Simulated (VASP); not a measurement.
# ZrC (Fm-3m) in VASP: electric field gradients with LDA

Aim: the electric field gradients of ZrC with LDA.

Everything below comes from runs of VASP 6.6.1. Logs are shortened: lines on timing, memory, paths and dates and some standing lists are left out, and cuts for length are marked.

### 1 The cell of the first run

Symmetry: Fm-3m, No. 225, cubic system. The conventional cell has a = 4.641 Å, b = 4.641 Å, c = 4.641 Å, α = 90.00°, β = 90.00°, γ = 90.00°. Zr (site symmetry m-3m) has 6 C at 2.32 Å within 3.1 Å. C (site symmetry m-3m) has 6 Zr at 2.32 Å within 3.1 Å.

### 2 Electric field gradients, LDA

Contents of INCAR:

```
SYSTEM = ZrC
  PREC = Accurate
  ENCUT = 520
  EDIFF = 1E-8
  ISMEAR = -1
  SIGMA = 0.05
  LREAL = .FALSE.
  LASPH = .TRUE.
  NELM = 100
  ALGO = Normal
  ISIF = 2
  LWAVE = .FALSE.
  LCHARG = .FALSE.
  LEFG = .TRUE.
  NBANDS = 15
```

Contents of KPOINTS:

```
Automatic mesh
0
G
  15 15 15
  0 0 0
```

Contents of POSCAR:

```
ZrC
1.0
    0.0000000000      2.3207235877      2.3207235877
    2.3207235877      0.0000000000      2.3207235877
    2.3207235877      2.3207235877      0.0000000000
Zr C
1 1
Direct
    0.5000000000      0.5000000000      0.5000000000
    0.0000000000      0.0000000000      0.0000000000
```

Potentials or basis: VASP PAW LDA potentials, release 64 (Zr_sv, C).

On the command line:

```
> cat potpaw_LDA.64/Zr_sv/POTCAR potpaw_LDA.64/C/POTCAR > POTCAR
> mpirun -np 1 vasp_std > vasp.out
```

OUTCAR:

```text
SYSTEM = ZrC
   PREC = Accurate
   ENCUT = 520
   EDIFF = 1E-8
   ISMEAR = -1
   LREAL = .FALSE.
   LASPH = .TRUE.
   NELM = 100
   ISIF = 2

 ion  position               nearest neighbor table
   1  0.500  0.500  0.500-   2 2.32   2 2.32   2 2.32   2 2.32   2 2.32   2 2.32
   2  0.000  0.000  0.000-   1 2.32   1 2.32   1 2.32   1 2.32   1 2.32   1 2.32

  LATTYP: Found a face centered cubic cell.
 ALAT       =     4.6414471754

  Lattice vectors:

 A1 = (   0.0000000000,   2.3207235877,   2.3207235877)
 A2 = (   2.3207235877,   0.0000000000,   2.3207235877)
 A3 = (   2.3207235877,   2.3207235877,   0.0000000000)

Analysis of symmetry for initial positions (statically):
=====================================================================
 Subroutine PRICEL returns:
 Original cell was already a primitive cell.

 Routine SETGRP: Setting up the symmetry group for a
 face centered cubic supercell.

 Subroutine GETGRP returns: Found 48 space group operations
 (whereof 48 operations were pure point group operations)
 out of a pool of 48 trial point group operations.

The static configuration has the point symmetry O_h .

Analysis of symmetry for dynamics (positions and initial velocities):
=====================================================================
 Subroutine PRICEL returns:
 Original cell was already a primitive cell.

 Routine SETGRP: Setting up the symmetry group for a
 face centered cubic supercell.

 Subroutine GETGRP returns: Found 48 space group operations
 (whereof 48 operations were pure point group operations)
 out of a pool of 48 trial point group operations.

The dynamic configuration has the point symmetry O_h .

 Subroutine INISYM returns: Found 48 space group operations
 (whereof 48 operations are pure point group operations),
 and found     1 'primitive' translations

----------------------------------------------------------------------------------------

                                     Primitive cell

  volume of cell :      24.9977

  direct lattice vectors                    reciprocal lattice vectors
     0.000000000  2.320723588  2.320723588    -0.215450044  0.215450044  0.215450044
     2.320723588  0.000000000  2.320723588     0.215450044 -0.215450044  0.215450044
     2.320723588  2.320723588  0.000000000     0.215450044  0.215450044 -0.215450044

  length of vectors
     3.281998772  3.281998772  3.281998772     0.373170423  0.373170423  0.373170423

  position of ions in fractional coordinates (direct lattice)
     0.500000000  0.500000000  0.500000000
     0.000000000  0.000000000  0.000000000

  ion indices of the primitive-cell ions
   primitive index   ion index
                 1           1
                 2           2

----------------------------------------------------------------------------------------

 KPOINTS: Automatic mesh

Automatic generation of k-mesh.
 Grid dimensions read from file:
 generate k-points for:   15   15   15

 Generating k-lattice:

  Cartesian coordinates                     Fractional coordinates (reciprocal lattice)
    -0.014363336  0.014363336  0.014363336     0.066666667  0.000000000  0.000000000
     0.014363336 -0.014363336  0.014363336     0.000000000  0.066666667  0.000000000
     0.014363336  0.014363336 -0.014363336     0.000000000  0.000000000  0.066666667

  Length of vectors
     0.024878028  0.024878028  0.024878028

  Shift w.r.t. Gamma in fractional coordinates (k-lattice)
     0.000000000  0.000000000  0.000000000

 Subroutine IBZKPT returns following result:
 ===========================================

 Found    120 irreducible k-points:

 Following reciprocal coordinates:
            Coordinates               Weight
  0.000000  0.000000  0.000000      1.000000
  0.066667  0.000000  0.000000      8.000000
  0.133333  0.000000  0.000000      8.000000
  0.200000  0.000000  0.000000      8.000000
  0.266667  0.000000  0.000000      8.000000
  0.333333  0.000000  0.000000      8.000000
[... 16 lines left out ...]
  0.133333  0.133333  0.000000      6.000000
  0.200000  0.133333  0.000000     24.000000
 [... further k-points ...]
   k-points           NKPTS =    120   k-points in BZ     NKDIM =    120   number of bands    NBANDS=     15
   number of dos      NEDOS =    301   number of ions     NIONS =      2
   total plane-waves  NPLWV =  13824
   dimension x,y,z NGX =    24 NGY =   24 NGZ =   24
   dimension x,y,z NGXF=    48 NGYF=   48 NGZF=   48
   ions per type =               1   1
   NGX,Y,Z   is equivalent  to a cutoff of  12.16, 12.16, 12.16 a.u.
   NGXF,Y,Z  is equivalent  to a cutoff of  24.31, 24.31, 24.31 a.u.
 SYSTEM =  ZrC
   PREC   = accura    normal or accurate (medium, high low for compatibility)
   ISTART =      0    job   : 0-new  1-cont  2-samecut
   ICHARG =      2    charge: 1-file 2-atom 10-const
   ISPIN  =      1    spin polarized calculation?
   LNONCOLLINEAR =      F non collinear calculations
   LSORBIT =      F    spin-orbit coupling
   LASPH  =      T    aspherical Exc in radial PAW
   ENCUT  =  520.0 eV  38.22 Ry    6.18 a.u.   6.10  6.10  6.10*2*pi/ulx,y,z
   NELM   =    100;   NELMIN=  2; NELMDL= -5     # of ELM steps
   EDIFF  = 0.1E-07   stopping-criterion for ELM
   LREAL  =      F    real-space projection
   EDIFFG = 0.1E-06   stopping-criterion for IOM
   NSW    =      0    number of steps for IOM
   IBRION =     -1    ionic relax: 0-MD 1-quasi-New 2-CG
   NFREE  =      0    steps in history (QN), initial steepest desc. (CG)
   ISIF   =      2    stress and relaxation
   ISYM   =      2    0-nonsym 1-usesym 2-fastsym
   POTIM  = 0.5000    time-step for ionic-motion
   TEBEG  =    0.0;   TEEND  =   0.0 temperature during run
   PSTRESS=    0.0 pullay stress
   NELECT =      16.0000    total number of electrons
   NUPDOWN=      -1.0000    fix difference up-down
   EMIN   =  10.00;   EMAX   =-10.00  energy-range for DOS
   EFERMI =   0.00;   METHOD = LEGACY
   ISMEAR =    -1;   SIGMA  =   0.05  broadening in eV -4-tet -1-fermi 0-gaus
   EFERMI_NEDOS =   21; number of points for ismear=-14 and -15
   IALGO  =     38    algorithm
   IMIX   =      4    mixing-type and parameters
     AMIX     =   0.40;   BMIX     =  1.00
     AMIX_MAG =   1.60;   BMIX_MAG =  1.00
  volume/ion in A,a.u.               =      12.50        84.35
  Fermi-wavevector in a.u.,A,eV,Ry     =   1.410852  2.666123 27.082436  1.990503
  Thomas-Fermi vector in A             =   2.532763
   LORBIT       =      0    0 simple, 1 ext, 2 COOP (PROOUT), +10 PAW based schemes
   GGA     = CA    functional components
   LHFCALC =     F    Hartree Fock is set to
   AEXX    =    0.0000 exact exchange contribution
   IVDW    =     0    specifies the selected vdW correction
   LEPSILON=     F    determine dielectric tensor
   LRPA    =     F    only Hartree local field effects (RPA)
 non-spin polarized calculation
  energy-cutoff  :      520.00
  volume of cell :       25.00
 maximum number of plane-waves:       685
   NGX = 13   NGY = 13   NGZ = 13

 number of electron      16.0000000 magnetization

 Free energy of the ion-electron system (eV)
  ---------------------------------------------------
  ext. energy  EPLUGINS =         0.00000000
  ---------------------------------------------------
  free energy    TOTEN  =       -21.27911162 eV

  energy without entropy =      -21.27673487  energy(sigma->0) =      -21.27792324

 E-fermi :   9.8870     XC(G=0): -12.5437

 val. band max:        9.8560516338   @ k =   0.3333   0.2667   0.0000
 cond. band min:       9.9125574975   @ k =   0.4000   0.3333   0.0000
 fundamental gap:      0.0565058637
 Fermi energy:         9.8869759367

 k-point     1 :       0.0000    0.0000    0.0000
  band No.  band energies     occupation
      1     -37.7695      2.00000
      2     -15.6009      2.00000
      3     -15.6009      2.00000
      4     -15.6009      2.00000
      5      -1.3882      2.00000
      6      10.8439      0.00000
      7      10.8439      0.00000
      8      10.8439      0.00000
      9      10.9405      0.00000
     10      10.9405      0.00000
     11      10.9405      0.00000
     12      12.7988      0.00000
     13      12.7988      0.00000
     14      17.7268      0.00000
     15      20.4214      0.00000
[... 397 lines left out ...]
 k-point    24 :       0.2000    0.1333    0.0000
  band No.  band energies     occupation
      1     -37.7258      2.00000
      2     -15.8860      2.00000
      3     -15.6833      2.00000
      4     -15.6725      2.00000
      5      -0.5469      2.00000
      6       7.4748      2.00000
      7       9.1430      2.00000
      8       9.4161      1.99984
      9      10.4063      0.00006
     10      12.9099      0.00000
     11      13.3152      0.00000
     12      13.9905      0.00000
     13      16.0836      0.00000
     14      19.6993      0.00000
     15      22.7110      0.00000

 [... further k-points ...]
[... 5 lines left out ...]
  --------------------------------------------------------------------------------------
  -------------------------------------------------------------------------------------
  Total        0.1020342      0.1020342      0.1020342      0.0000000     -0.0000000      0.0000000
  in kB        6.5396736      6.5396736      6.5396736      0.0000000     -0.0000000      0.0000000
  external PRESSURE =       6.5396736 kB  Pullay stress =       0.0000000 kB

 VOLUME and BASIS-vectors are now :
 -----------------------------------------------------------------------------
  energy-cutoff  :      520.00
  volume of cell :       25.00
      direct lattice vectors                 reciprocal lattice vectors
     0.000000000  2.320723588  2.320723588    -0.215450044  0.215450044  0.215450044
     2.320723588  0.000000000  2.320723588     0.215450044 -0.215450044  0.215450044
     2.320723588  2.320723588  0.000000000     0.215450044  0.215450044 -0.215450044

 POSITION                                       TOTAL-FORCE (eV/Angst)
 -----------------------------------------------------------------------------------
      2.32072      2.32072      2.32072        -0.000000      0.000000      0.000000
      0.00000      0.00000      0.00000         0.000000     -0.000000     -0.000000
 -----------------------------------------------------------------------------------
    total drift:                                0.000000     -0.000000      0.000000

  FREE ENERGIE OF THE ION-ELECTRON SYSTEM (eV)
  ---------------------------------------------------
  free  energy   TOTEN  =       -21.2791116205 eV

  energy  without entropy=      -21.2767348672  energy(sigma->0) =      -21.27792324

 Electric field gradients (V/A^2)
---------------------------------------------------------------------
 ion       V_xx      V_yy      V_zz      V_xy      V_xz      V_yz
---------------------------------------------------------------------
   1       0.000     0.000     0.000    -0.000    -0.000    -0.000
   2       0.000    -0.000    -0.000     0.000     0.000     0.000
---------------------------------------------------------------------

 Electric field gradients after diagonalization (V/A^2)
 (convention: |V_zz| > |V_xx| > |V_yy|)
----------------------------------------------------------------------
 ion       V_xx      V_yy      V_zz     asymmetry (V_yy - V_xx)/ V_zz
----------------------------------------------------------------------
   1       0.000     0.000    -0.000       0.000
   2      -0.000    -0.000     0.001       0.000
----------------------------------------------------------------------

           NMR quadrupolar parameters

 Cq : quadrupolar parameter    Cq=e*Q*V_zz/h
 eta: asymmetry parameters     (V_yy - V_xx)/ V_zz
 Q  : nuclear electric quadrupole moment in mb (millibarn)
----------------------------------------------------------------------
 ion       Cq(MHz)       eta       Q (mb)
----------------------------------------------------------------------
   1      -0.000       0.000       1.000
   2       0.000       0.000       1.000
----------------------------------------------------------------------
```

Run time: 13 s. Hardware: 1 thread of Intel Xeon 6975P-C (Granite Rapids), shared host; peak memory 0.15 GiB.

What came out:

```yaml
Free_energy: -21.2791 eV
Pressure: 0.7 GPa
Band_gap_on_the_k_mesh: zero (band 8 reaches 10.84 eV, above the bottom of band 9 at 9.53 eV)
```

Caveat: without QUAD_EFG the Cq values of the log hold for a quadrupole moment of 1 mb, not for the nuclei.
